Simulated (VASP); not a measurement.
# N (P-1) in VASP: a series of runs, part 2 of 2

VASP 6.6.1.

### Step 3. Single point, LDA (the part above a cut slid along it)

Input file INCAR:

```
PREC     = Accurate       # precision mode
ENCUT    = 520            # plane-wave cutoff, eV
EDIFF    = 1E-6           # SCF threshold, eV
ISMEAR   = 0              # smearing method
SIGMA    = 0.05           # smearing width, eV
LREAL    = False          # projectors in reciprocal space
LASPH    = True           # aspherical terms in the spheres
NELM     = 100            # most SCF steps
ALGO     = Normal         # electronic algorithm
ISIF     = 2              # what is computed and relaxed
LWAVE    = False          # write WAVECAR
LCHARG   = False          # write CHGCAR
NBANDS   = 30             # bands
```

Input file KPOINTS:

```
regular mesh
0
Gamma
  7 7 2
```

Input file POSCAR:

```
N
1.0
   -3.5269202438      0.0000000000      0.0000000000
   -1.7634601219     -3.0544025283      0.0000000000
   -0.4408650305      0.7636006321     14.3505029787
N
8
Direct
    0.1157238968      0.5509427699      0.8704377462
    0.2346265495      0.4320401171      0.3948271353
    0.1347834853      0.5318831814      0.7941993922
    0.2536861380      0.4129805286      0.3185887812
    0.6274112092      0.7059221241      0.1570218298
    0.5085085565      0.8248247769      0.6326324407
    0.6464707977      0.6868625356      0.0807834757
    0.5275681450      0.8057651883      0.5563940867
```

Potentials or basis: VASP PAW LDA potentials, release 64 (N).

Launch:

```sh
cat potpaw_LDA.64/N/POTCAR > POTCAR
mpirun -np 1 vasp_std > vasp.out
```

OUTCAR:

```text
PREC = Accurate
   ENCUT = 520
   EDIFF = 1E-6
   ISMEAR = 0
   LREAL = False
   LASPH = True
   NELM = 100
   ISIF = 2

 ion  position               nearest neighbor table
   1  0.116  0.551  0.870-   3 1.09
   2  0.235  0.432  0.395-   4 1.09
   3  0.135  0.532  0.794-   1 1.09
   4  0.254  0.413  0.319-   2 1.09
   5  0.627  0.706  0.157-   7 1.09
   6  0.509  0.825  0.633-   8 1.09
   7  0.646  0.687  0.081-   5 1.09
   8  0.528  0.806  0.556-   6 1.09

[... 1008 lines left out ...]
  Total       -0.2098232     -0.2240175      6.4596253     -0.0030033     -0.0051656      0.0265325
  in kB       -2.1745779     -2.3216861     66.9466540     -0.0311256     -0.0535351      0.2749788
  external PRESSURE =      20.8167967 kB  Pullay stress =       0.0000000 kB

 VOLUME and BASIS-vectors are now :
 -----------------------------------------------------------------------------
  energy-cutoff  :      520.00
  volume of cell :      154.59
      direct lattice vectors                 reciprocal lattice vectors
    -3.526920244  0.000000000  0.000000000    -0.283533488  0.163698136 -0.017420992
    -1.763460122 -3.054402528  0.000000000     0.000000000 -0.327396272  0.017420992
    -0.440865030  0.763600632 14.350502979     0.000000000  0.000000000  0.069683969

 POSITION                                       TOTAL-FORCE (eV/Angst)
 -----------------------------------------------------------------------------------
     -1.76346     -1.01813     12.49122        -0.020518      0.004552      1.537472
     -1.76346     -1.01813      5.66597        -0.000021     -0.000027      1.531596
     -1.76346     -1.01813     11.39716         0.006680     -0.001539     -1.515421
     -1.76346     -1.01813      4.57191        -0.000086      0.000094     -1.532859
     -3.52692     -2.03627      2.25334        -0.006680      0.001539      1.515421
     -3.52692     -2.03627      9.07859         0.000086     -0.000094      1.532859
     -3.52692     -2.03627      1.15928         0.020518     -0.004552     -1.537472
     -3.52692     -2.03627      7.98453         0.000021      0.000027     -1.531596
 -----------------------------------------------------------------------------------
    total drift:                                0.000001      0.000003      0.000025

  FREE ENERGIE OF THE ION-ELECTRON SYSTEM (eV)
  ---------------------------------------------------
  free  energy   TOTEN  =       -70.3102520563 eV

  energy  without entropy=      -70.3102520563  energy(sigma->0) =      -70.31025206
```

Wall time 1.7 min (1 thread of Intel Xeon 6975P-C (Granite Rapids), shared host); peak memory 0.29 GiB.

What came out:

| Property | Result |
| --- | --- |
| Free energy | -70.3103 eV |
| Pressure | 2.1 GPa |
| Largest force | 1.538 eV/Å |
| Band gap on the k mesh | 6.50 eV (least direct gap 6.64 eV) |

Forces in eV/Å, atoms in the order of the input:
```
N   -0.021  0.005  1.537
N    0.000  0.000  1.532
N    0.007 -0.002 -1.515
N    0.000  0.000 -1.533
N   -0.007  0.002  1.515
N    0.000  0.000  1.533
N    0.021 -0.005 -1.537
N    0.000  0.000 -1.532
```

Caveat: the cell differs from its parent crystal (the part above a cut slid along it); the standard files for N, O and F lose accuracy on very short bonds; the stress differs along the axes, from -0 to 7 GPa; forces of over 1 eV/Å act on the atoms, so gaps and moduli don't describe the material at rest.

### Step 4. Single point, LDA (the part above a cut slid along it)

Input file INCAR:

```
ALGO = Normal
EDIFF = 1E-6
ENCUT = 520
ISIF = 2
ISMEAR = 0
LASPH = T
LCHARG = T
LELF = T
LREAL = F
LVHAR = T
LWAVE = F
NBANDS = 30
NELM = 60
PREC = Accurate
SIGMA = 0.05
```

Input file KPOINTS:

```
k-points
0
Gamma
  7 7 2
```

Input file POSCAR:

```
N
1.0
   -3.5269202438      0.0000000000      0.0000000000
   -1.7634601219     -3.0544025283      0.0000000000
   -0.1469550102      0.2545335440     14.3505029787
N
8
Direct
    0.2607968545      0.4058698122      0.8704377462
    0.3004310721      0.3662355946      0.3948271353
    0.2671500507      0.3995166160      0.7941993922
    0.3067842682      0.3598823984      0.3185887812
    0.6535815142      0.6797518191      0.1570218298
    0.6139472966      0.7193860367      0.6326324407
    0.6599347104      0.6733986230      0.0807834757
    0.6203004928      0.7130328406      0.5563940867
```

Launch:

```sh
cat potpaw_LDA.64/N/POTCAR > POTCAR
mpirun -np 1 vasp_std > vasp.out
```

Run time: 1.8 min. Hardware: 1 thread of Intel Xeon 6975P-C (Granite Rapids), shared host; peak memory 0.3 GiB.

The run converged. Its results:

```yaml
Free_energy: -70.3142 eV
Pressure: 2.1 GPa
Largest_force: 1.550 eV/Å
Band_gap_on_the_k_mesh: 6.52 eV (least direct gap 6.68 eV)
```

Forces on the atoms (eV/Å):
```
N   -0.004  0.004  1.550
N    0.000  0.000  1.532
N    0.002 -0.001 -1.510
N    0.000  0.000 -1.533
N   -0.002  0.001  1.510
N    0.000  0.000  1.533
N    0.004 -0.004 -1.550
N    0.000  0.000 -1.532
```

Stress tensor (GPa, compression positive):
```
-0.23  0.00  0.01
 0.00 -0.23  0.00
 0.01  0.00  6.63
```

Levels at points of the mesh, in eV from the valence-band top:
```tsv
k point	band 16	band 17	band 18	band 19	band 20	band 21	band 22	band 23	band 24	band 25
(0.00, 0.00, 0.00)	-1.74	-1.74	-0.92	-0.59	-0.01	7.98	7.99	8.14	8.17	8.26
(0.00, 0.00, 0.50)	-1.75	-1.57	-1.25	-0.36	-0.08	8.00	8.01	8.10	8.12	8.31
```

Caveat: the cell differs from its parent crystal (the part above a cut slid along it); the standard files for N, O and F lose accuracy on very short bonds; the stress differs along the axes, from -0 to 7 GPa; forces of over 1 eV/Å act on the atoms, so gaps and moduli don't describe the material at rest. A k mesh can miss the band edges.

### Step 5. Single point, LDA (the part above a cut slid along it)

Input file INCAR:

```
SYSTEM = N
PREC = Accurate
ENCUT = 520
EDIFF = 1E-6
ISMEAR = 0
SIGMA = 0.05
LREAL = .False.
LASPH = .True.
NELM = 80
ALGO = Normal
ISIF = 2
LWAVE = .False.
LCHARG = .False.
GGA = CA
NBANDS = 30
```

Input file KPOINTS:

```
regular mesh
0
Gamma
  7 7 2
  0 0 0
```

Input file POSCAR:

```
N
1.0
   -3.5269202438      0.0000000000      0.0000000000
   -1.7634601219     -3.0544025283      0.0000000000
   -0.2939100203      0.5090670880     14.8505029787
N
8
Direct
    0.1931448216      0.4735218451      0.8411310706
    0.2697443762      0.3969222904      0.3815337426
    0.2054234037      0.4612432629      0.7674595776
    0.2820229584      0.3846437083      0.3078622495
    0.6413774869      0.6919558464      0.1517350785
    0.5647779322      0.7685554011      0.6113324066
    0.6536560691      0.6796772642      0.0780635855
    0.5770565144      0.7562768189      0.5376609135
```

Launch:

```sh
cat potpaw_LDA.64/N/POTCAR > POTCAR
mpirun -np 1 vasp_std > vasp.out
```

Wall time 1.8 min (1 thread of Intel Xeon 6975P-C (Granite Rapids), shared host); peak memory 0.3 GiB.

Results (log left out):

| Item | Value |
| --- | --- |
| Free energy | -70.2973 eV |
| Pressure | 2.0 GPa |
| Largest force | 1.534 eV/Å |
| Band gap on the k mesh | 6.57 eV (least direct gap 6.73 eV) |

Forces on the atoms (eV/Å):
```
N   -0.002  0.001  1.532
N    0.000  0.000  1.532
N    0.001 -0.001 -1.510
N    0.000  0.000 -1.534
N   -0.001  0.001  1.510
N    0.000  0.000  1.534
N    0.002 -0.001 -1.532
N    0.000  0.000 -1.532
```

Stress tensor (GPa, compression positive):
```
-0.22  0.00  0.00
 0.00 -0.22  0.00
 0.00  0.00  6.44
```

Levels at points of the mesh, in eV from the valence-band top:
```
           k point  band 17  band 18  band 19  band 20  band 21  band 22  band 23  band 24
(0.00, 0.00, 0.00)    -1.69    -0.98    -0.52    -0.01     8.02     8.02     8.16     8.17
(0.00, 0.00, 0.50)    -1.59    -1.14    -0.40    -0.05     8.02     8.03     8.15     8.16
```

Caveat: the cell differs from its parent crystal (the part above a cut slid along it); the standard files for N, O and F lose accuracy on very short bonds; the stress differs along the axes, from -0 to 6 GPa; forces of over 1 eV/Å act on the atoms, so gaps and moduli don't describe the material at rest.

### Step 6. The runs side by side

| cell | gap on the mesh (eV) | pressure (GPa) | largest force (eV/Å) |
| --- | --- | --- | --- |
| a = 3.527, b = 3.527, c = 14.426 Å, angles 92.9, 87.1, 60.0°, 8 atoms | 6.50 | 2.1 | 1.53 |
| a = 3.527, b = 3.527, c = 14.378 Å, angles 91.8, 88.2, 60.0°, 8 atoms | 6.50 | 2.1 | 1.54 |
| a = 3.527, b = 3.527, c = 14.354 Å, angles 90.6, 89.4, 60.0°, 8 atoms | 6.52 | 2.1 | 1.55 |
| a = 3.527, b = 3.527, c = 14.862 Å, angles 91.1, 88.9, 60.0°, 8 atoms | 6.57 | 2.0 | 1.53 |

Alike in all rows: task single point; level LDA; potentials or basis VASP PAW LDA potentials, release 64 (N); no spin polarisation; k mesh 7 × 7 × 2; cutoff (eV) 520; smearing gaussian 0.05 eV.

Caveats: the standard files for N, O and F lose accuracy on very short bonds; forces of over 1 eV/Å act on the atoms, so gaps and moduli don't describe the material at rest; the stress differs along the axes, from -0 to 7 GPa (at least some runs); the stress differs along the axes, from -0 to 6 GPa (at least some runs).

Total energies depend on the potentials used, so only differences within one code and one set of settings carry meaning.
